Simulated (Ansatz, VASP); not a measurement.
# One calculation of Pt, two programs

```
CELL_PARAMETERS angstrom
0.00000 1.94683 1.94683
1.94683 0.00000 1.94683
1.94683 1.94683 0.00000
ATOMIC_POSITIONS crystal
Pt 0.00000 0.00000 0.00000
```

Alike in both runs: functional LDA; k mesh 18 × 18 × 18; occupations gaussian, width 0.1 eV; no spin polarisation.

Ansatz relaxed the structure, and its values are those at the end. VASP's run is a single point on that final structure, the one shown.

```csv
,VASP,Ansatz
version,VASP 6.6.1,Ansatz 0.2.0
potentials or method,"VASP PAW LDA potentials, release 64 (Pt), cutoff 520 eV","scalar-relativistic, plane waves, PAW"
valence electrons in the cell,10,18
```

```tsv
	VASP	Ansatz	Ansatz less VASP
gap on the k mesh at the Fermi level (eV)	none	none	-
pressure (GPa)	0.8	0.0	-0.77
```

LDA's correlation is that of Perdew and Zunger in VASP and of Perdew and Wang (1992) in Ansatz. A gap of «none» marks a metal or a gap that the smearing closes. VASP's potentials hold 10 valence electrons a cell and Ansatz's 18, so a difference there can come from the potentials and not from the codes.

Neither program's run includes spin-orbit coupling.
